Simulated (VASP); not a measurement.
A run of VASP 6.6.1 is set up as follows.

The input INCAR:

```
PREC = Accurate
ENCUT = 520
EDIFF = 1E-6
ISMEAR = 0
SIGMA = 0.15
LREAL = F
LASPH = T
NELM = 60
ALGO = Fast
ISIF = 2
LWAVE = F
LCHARG = F
GGA = PS
NBANDS = 11
```

KPOINTS

```
Automatic mesh
0
Gamma
  20 20 20
```

The input POSCAR:

```
Hf
1.0
   -1.8297291003      1.8297291003      1.7565399363
    1.8297291003     -1.8297291003      1.7565399363
    1.8297291003      1.8297291003     -1.7565399363
Hf
1
Direct
    0.0000000000      0.0000000000      0.0000000000
```

Potentials or basis: VASP PAW PBE potentials, release 64 (Hf_pv).

Launch:

```console
$ cat potpaw_PBE.64/Hf_pv/POTCAR > POTCAR
$ mpirun -np 1 vasp_std > vasp.out
```

(1) Predict the band gap on the k mesh.

(2) Predict the pressure.

Answers

(1) zero (bands 5 and 6 overlap by 2.11 eV).

(2) -9.2 GPa.

Caveat: the cell stands under tension; the PAW data sets were made with another functional, which shifts forces and pressure a little; spin-orbit coupling is left out, which moves the levels of the heavy elements.
